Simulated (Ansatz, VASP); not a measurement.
## ZnO in VASP and in Ansatz

Contents of POSCAR:

```
ZnO
1.0
    2.6882100000      0.0000000000      0.0000000000
    0.0000000000      2.6882100000      0.0000000000
    0.0000000000      0.0000000000      2.6882100000
Zn O
1 1
Direct
    0.0000000000      0.0000000000      0.0000000000
    0.5000000000      0.5000000000      0.5000000000
```

File INCAR.step1:

```
SYSTEM = ZnO
ALGO = Normal ; EDIFF = 1E-5
ENCUT = 520 ; GGA = PE
ISIF = 2 ; ISMEAR = -1
LASPH = .True. ; LCHARG = .False.
LREAL = .False. ; LWAVE = .True.
NBANDS = 16 ; NELM = 100
PREC = Accurate ; SIGMA = 0.05
```

File INCAR.step2:

```
SYSTEM = ZnO
AEXX = 0.25 ; ALGO = Normal
EDIFF = 1E-7 ; ENCUT = 520
GGA = PS ; ISIF = 2
ISMEAR = -1 ; ISTART = 1
LASPH = .True. ; LCHARG = .False.
LHFCALC = .True. ; LREAL = .False.
LWAVE = .False. ; NBANDS = 16
NELM = 100 ; PREC = Accurate
PRECFOCK = Normal ; SIGMA = 0.05
```

KPOINTS

```
k-points
0
Gamma
  5 5 5
  0 0 0
```

The input input:

```
crystal:
  lattice:
    - [2.68821, 0.0, 0.0]
    - [0.0, 2.68821, 0.0]
    - [0.0, 0.0, 2.68821]
  atoms:
    - { symbol: Zn, position: [0.0, 0.0, 0.0] }
    - { symbol: O, position: [0.5, 0.5, 0.5] }
hamiltonian:
  xc: { exchange: pbesol, correlation: pbesol, exx: { coeff: 0.25 } }
  pseudopotentials: { kind: paw }
kpoints:
  mp_grid: { grid: [5, 5, 5] }
scf:
  occupations: { method: fermi_dirac, width: 0.05 }
output:
  forces: true
  stress: true
  eigenvalues: true
  write_density: true
  write_potential: true
  elf: true
  volumetric_format: npy
```

Alike in both runs: task single point; functional PBEsol-based global hybrid with a share of 0.25 of exact exchange; k mesh 5 × 5 × 5; occupations fermi-dirac, width 0.05 eV; no spin polarisation.

|  | VASP | Ansatz |
| --- | --- | --- |
| version | VASP 6.6.1 | Ansatz 0.2.0 |
| potentials or method | VASP PAW PBE potentials, release 64 (Zn, O) | Ansatz PAW |
| plane-wave cutoff (eV) | 520 | 420 |
| valence electrons in the cell | 18 | 18 |

Ansatz gave:

| Quantity | Value |
| --- | --- |
| gap on the k mesh at the Fermi level (eV) | 1.28 |
| least direct gap on the mesh (eV) | 2.38 |
| pressure (GPa) | -13.8 |

What did VASP give for the same quantities?

gap on the k mesh at the Fermi level (eV): 1.28; least direct gap on the mesh (eV): 2.40; pressure (GPa): -12.9.

VASP's potentials were made for PBE, not for PBEsol-based global hybrid. With one functional, cell and mesh, what is left measures potentials, basis and numerics.

The k mesh is coarse, so the values compare programs but aren't converged. Noted on Ansatz's run: odd divisions of the mesh miss points on the zone boundary, where band edges often lie, so the gap on the mesh can be too wide.
